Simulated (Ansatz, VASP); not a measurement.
Ge: VASP and Ansatz over several settings

```
Ge
1.0
    -2.49590    2.65086    1.43695
     2.49590   -2.65086    1.43695
     2.49590    2.65086   -1.43695
Ge
2
Cartesian
  0.0000 1.3254 0.1841
  2.4959 1.3254 1.2529
```

Single points on this cell with VASP 6.6.1 and Ansatz 0.2.0. Each row is one pair of runs. Alike in all rows: spin: off; k mesh: 11 × 11 × 11; Ansatz's potentials, cutoff: Ansatz PAW, 420 eV.

```tsv
level	smearing	VASP's potentials, cutoff	gap on the k mesh at the Fermi level (eV), VASP	gap on the k mesh at the Fermi level (eV), Ansatz	pressure (GPa), VASP	pressure (GPa), Ansatz	rms of the force components (eV/Å), VASP	rms of the force components (eV/Å), Ansatz
PBE	gaussian, width 0.029 eV	VASP PAW PBE potentials, release 64 (Ge_d), 500 eV	none	none	0.9	1.1	0.036	0.036
PBE	gaussian, width 0.03 eV	VASP PAW PBE potentials, release 64 (Ge_d), 500 eV	none	none	0.9	1.1	0.036	0.036
PBE	gaussian, width 0.011 eV	VASP PAW PBE potentials, release 64 (Ge_d), 500 eV	none	none	0.9	1.1	0.036	0.037
PBE	gaussian, width 0.026 eV	VASP PAW PBE potentials, release 64 (Ge_d), 500 eV	none	none	0.9	1.1	0.036	0.036
PBE	gaussian, width 0.027 eV	VASP PAW PBE potentials, release 64 (Ge_d), 500 eV	none	none	0.9	1.1	0.036	0.036
PBE	gaussian, width 0.028 eV	VASP PAW PBE potentials, release 64 (Ge_d), 500 eV	none	none	0.9	1.1	0.036	0.036
LDA	fermi-dirac, width 0.05 eV	VASP PAW LDA potentials, release 64 (Ge_d), 520 eV	none	none	-4.2	-4.2	0.040	0.040
```

Pressure (GPa): the two programs differ by at most 0.21; rms of the force components (eV/Å): the two programs differ by at most 0.0004.

A gap of «none» marks a metal or a gap that the smearing closes.
